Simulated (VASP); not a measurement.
Set up this calculation in VASP 6.6.1, as the native input.

| Property | Result |
| --- | --- |
| Task | single point |
| Functional | PBE |
| Dispersion | D3(BJ) |
| Potentials or basis | VASP PAW PBE potentials, release 64 (C, H) |
| Cutoff | 520 eV |
| k mesh | 2 × 2 × 1 |
| Occupations | fermi-dirac, width 0.02 eV |
| Spin | no spin polarisation |
| Dipole correction | no |
| Further INCAR settings | LREAL = Auto; ALGO = Normal; EDIFF = 1e-06; NBANDS = 53 |

The structure of HC9 lies in POSCAR:

```
HC9
1.0
    7.3980000000      0.0000000000      0.0000000000
   -3.6990000000      6.4068560000      0.0000000000
    0.0000000000      0.0000000000     12.0000000000
C H
18 2
Direct
   -0.0055108218      0.0000624331      0.0698000000
    0.2099521312      0.1106314860      0.0686583333
   -0.0082838876      0.3374197891      0.0705666667
    0.2124715108      0.4422449950      0.0708166667
    0.0015295102      0.6759165494      0.0606250000
    0.2247277142      0.7845189591      0.0707083333
    0.3311061429      0.0028719235      0.0728166667
    0.5502569715      0.1156261355      0.0779500000
    0.3270162981      0.3334865026      0.0674750000
    0.5396657797      0.4459441573      0.0654833333
    0.3288733767      0.6666140147      0.0779666667
    0.5523545914      0.7799457331      0.0756666667
    0.6594577246      0.0010457547      0.0735666667
    0.8788035871      0.1168123648      0.0744250000
    0.6735408367      0.3433509353      0.0640416667
    0.8813236771      0.4489409470      0.0624333333
    0.6605876419      0.6690801229      0.0722166667
    0.8871616766      0.7837853699      0.0686583333
    0.6877572042      0.2673230052      0.3041500000
    0.7198008597      0.2368712517      0.3533583333
```

The input as run:

INCAR

```
  PREC = Accurate
  ENCUT = 520
  EDIFF = 1E-6
  ISMEAR = -1
  SIGMA = 0.02
  LREAL = Auto
  LASPH = T
  NELM = 60
  ALGO = Normal
  ISIF = 2
  LWAVE = F
  LCHARG = F
  GGA = PE
  IVDW = 12
  NBANDS = 53
```

KPOINTS

```
Automatic mesh
0
Gamma
  2 2 1
```

Potentials or basis: VASP PAW PBE potentials, release 64 (C, H).

Command:

```console
$ cat potpaw_PBE.64/C/POTCAR potpaw_PBE.64/H/POTCAR > POTCAR
$ mpirun -np 1 vasp_std > vasp.out
```

Results of the run:

* Largest force: 6.188 eV/Å
* Band gap on the k mesh: 0.06 eV
* Dispersion energy per atom: -0.083 eV

Caveat: the k points lie up to 0.49 Å⁻¹ apart; there is no dipole correction, which matters where the two faces differ.

Run time: 120 s on 1 thread of AMD EPYC 9R45 96-Core Processor (Zen 5), on a shared host, peak memory 0.54 GiB.
